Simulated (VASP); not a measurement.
# MgO2: single point with r2SCAN

The system is MgO2.

```
Mg O
1.0
     1.54057    0.88945    3.21446
    -1.54057    0.88945    3.21446
     0.00000   -1.77890    3.21446
Mg O
1 2
Cartesian
  0.0000 0.0000 0.0000
  0.0000 0.0000 4.1349
  0.0000 0.0000 5.5084
```

This cell differs from its parent crystal: strain -0.040 along x and y, -0.080 along z.

- Program: VASP 6.6.1
- Task: single point
- Functional: r2SCAN
- Potentials or basis: VASP PAW PBE potentials, release 64 (Mg_sv, O)
- Cutoff: 920 eV
- k mesh: 12 × 12 × 12
- Occupations: gaussian, width 0.05 eV
- Spin: no spin polarisation
- Dipole correction: no
- Further INCAR settings: ALGO = Normal; EDIFF = 1e-06; NBANDS = 18

* Pressure: 29.1 GPa
* Largest force: 2.681 eV/Å
* Band gap on the k mesh: 4.34 eV (least direct gap 4.56 eV)

Forces in eV/Å, atoms in the order of the input:
```
Mg   0.000  0.000  0.000
O    0.000  0.000 -2.681
O    0.000  0.000  2.681
```

Stress tensor (GPa, compression positive):
```
14.07  0.00  0.00
 0.00 14.07  0.00
 0.00  0.00 59.15
```

Levels at points of the mesh, in eV from the valence-band top:
```csv
k point,band 8,band 9,band 10,band 11,band 12,band 13,band 14,band 15
"(0.00, 0.00, 0.00)",-4.67,-4.67,-1.19,-1.19,5.36,6.98,15.22,15.74
"(0.50, 0.00, 0.00)",-7.70,-5.09,-1.64,-1.18,6.42,9.50,11.82,14.77
"(0.50, 0.50, 0.00)",-6.92,-5.88,-2.41,-0.16,5.94,8.16,12.27,15.47
"(0.50, 0.50, 0.50)",-5.38,-5.38,0.00,0.00,4.86,5.12,12.30,15.47
```

Wall time 11 min on 1 thread of Intel(R) Xeon(R) Platinum 8259CL CPU @ 2.50GHz (Skylake/Cascade Lake), with other jobs on the host, peak memory 0.34 GiB.

Caveat: the cell differs from its parent crystal (strain -0.040 along x and y, -0.080 along z); the stress differs along the axes, from 14 to 59 GPa; the PAW data sets were made with another functional, which shifts forces and pressure a little. A k mesh can miss the band edges.
